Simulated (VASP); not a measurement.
Input of a VASP 6.6.1 run:

INCAR

```
PREC = Accurate
ENCUT = 520
EDIFF = 1E-6
ISMEAR = 0
SIGMA = 0.1
LREAL = F
LASPH = T
NELM = 60
ALGO = Normal
ISIF = 2
LWAVE = F
LCHARG = F
LDIPOL = T
IDIPOL = 3
DIPOL = 0.5 0.5 0.328
GGA = CA
NBANDS = 75
```

KPOINTS

```
regular mesh
0
Gamma
  6 6 1
```

Contents of POSCAR:

```
Pd12S
1.0
    5.4294429595      0.0000000000      0.0000000000
   -2.7147214798      4.7020355314      0.0000000000
    0.0000000000      0.0000000000     19.9331216116
Pd S
12 1
Direct
    0.3333333333      0.1666666667      0.2006710277
    0.3333333333      0.6666666667      0.2006710277
    0.8333333333      0.1666666667      0.2006710277
    0.8333333333      0.6666666667      0.2006710277
    0.1666666667      0.3333333333      0.3118709115
    0.1666666667      0.8333333333      0.3118709115
    0.6666666667      0.3333333333      0.3118709115
    0.6666666667      0.8333333333      0.3118709115
    0.0000000000      0.0000000000      0.4230707952
    0.0000000000      0.5000000000      0.4230707952
    0.5000000000      0.0000000000      0.4230707952
    0.5000000000      0.5000000000      0.4230707952
    0.0000000000      0.1666666667      0.5158365047
```

Potentials or basis: VASP PAW LDA potentials, release 64 (Pd, S).

Run with:

```bash
$ cat potpaw_LDA.64/Pd/POTCAR potpaw_LDA.64/S/POTCAR > POTCAR
$ mpirun -np 1 vasp_std > vasp.out
```

Task: Estimate the largest force.

Result: 2.057 eV/Å.

Task: Predict the band gap on the k mesh.

Result: Zero (bands 63 and 64 overlap by 0.47 eV).

Forces on the atoms (eV/Å):
```
Pd  -0.006  0.012 -0.067
Pd   0.041 -0.038 -0.096
Pd  -0.012  0.015 -0.031
Pd  -0.011  0.006  0.011
Pd   0.012 -0.036 -0.222
Pd  -0.014 -0.002  0.269
Pd  -0.020  0.047 -0.048
Pd   0.055  0.003  0.021
Pd   0.715 -1.216 -1.497
Pd   0.318 -0.325  0.971
Pd   0.126 -0.020  0.231
Pd  -0.200 -0.142  0.390
S   -1.004  1.696  0.068
```
